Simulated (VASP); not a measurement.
Input of a VASP 6.6.1 run:

The input INCAR:

```
SYSTEM = Se
PREC = Accurate
ENCUT = 520
EDIFF = 1E-7
ISMEAR = 0
SIGMA = 0.1
LREAL = .FALSE.
LASPH = .TRUE.
NELM = 100
ALGO = Normal
ISIF = 2
LWAVE = .FALSE.
LCHARG = .FALSE.
GGA = PE
NBANDS = 13
```

Contents of KPOINTS:

```
Automatic mesh
0
G
  6 6 4
  0 0 0
```

Contents of POSCAR:

```
Se
1.0
    3.6508025357      0.0011335694      0.0093444722
   -0.0155998705      3.6450699297     -0.0009598209
   -0.3178314323     -1.7783667788      4.4908182081
Se
2
Direct
    0.7708419299      0.1781198713      0.9143087737
    0.2291580701      0.8218801287      0.0856912263
```

Potentials or basis: VASP PAW PBE potentials, release 64 (Se).

The run is started by

```bash
$ cat potpaw_PBE.64/Se/POTCAR > POTCAR
$ mpirun -np 1 vasp_std > vasp.out
```

Problem. Predict the band gap on the k mesh.

Solution. 0.27 eV, indirect (least direct gap 0.96 eV).

Problem. Estimate the largest force.

Solution. 0.039 eV/Å.

Forces in eV/Å, atoms in the order of the input:
```
Se  -0.018  0.033  0.011
Se   0.018 -0.033 -0.011
```

A k mesh can miss the band edges.
